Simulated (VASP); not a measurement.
Runs of VASP 6.6.1 on Rh. The structure is that of space group Fm-3m (No. 225), or close to it. The cells are those of the table. 

| cell | further INCAR settings | gap on the mesh (eV) | pressure (GPa) |
| --- | --- | --- | --- |
| a = 2.682, b = 2.682, c = 2.689 Å, angles 59.9, 59.9, 60.2°, 1 atom | ALGO = Fast; EDIFF = 1e-06; NBANDS = 14 | none | -3.7 |
| a = 2.713, b = 2.713, c = 2.689 Å, angles 60.3, 60.3, 59.4°, 1 atom | ALGO = Fast; EDIFF = 1e-06; NBANDS = 14 | none | -9.6 |
| a = 2.716, b = 2.716, c = 2.689 Å, angles 60.3, 60.3, 59.3°, 1 atom | ALGO = Fast; EDIFF = 1e-06; NBANDS = 14 | none | -10.2 |
| a = 2.676, b = 2.676, c = 2.689 Å, angles 59.8, 59.8, 60.3°, 1 atom | ALGO = Fast; EDIFF = 1e-07; NBANDS = 14 | none | -2.4 |
| a = 2.696, b = 2.696, c = 2.689 Å, angles 60.1, 60.1, 59.8°, 1 atom | ALGO = Fast; EDIFF = 1e-06; NBANDS = 14 | none | -6.5 |
| a = 2.662, b = 2.662, c = 2.689 Å, angles 59.7, 59.7, 60.7°, 1 atom | ALGO = Fast; EDIFF = 1e-06; NBANDS = 14 | none | 0.7 |
| a = 2.703, b = 2.703, c = 2.689 Å, angles 60.2, 60.2, 59.7°, 1 atom | ALGO = Fast; EDIFF = 1e-07; NBANDS = 14 | none | (a) |
| a = 2.709, b = 2.709, c = 2.689 Å, angles 60.2, 60.2, 59.5°, 1 atom | ALGO = Fast; EDIFF = 1e-07; NBANDS = 14 | none | (b) |

Alike in all rows: task single point; level PBEsol; potentials or basis VASP PAW PBE potentials, release 64 (Rh_pv); no spin polarisation; k mesh 22 × 22 × 22; cutoff (eV) 520; smearing gaussian 0.15 eV.

Question: Estimate the missing entries.

Answer: (a) -7.7; (b) -9.0.

Caveats: the PAW data sets were made with another functional, which shifts forces and pressure a little.

A k mesh can miss the band edges, and the runs leave out spin-orbit coupling on Rh.

A gap of «none» marks levels without a gap at the run's occupations.
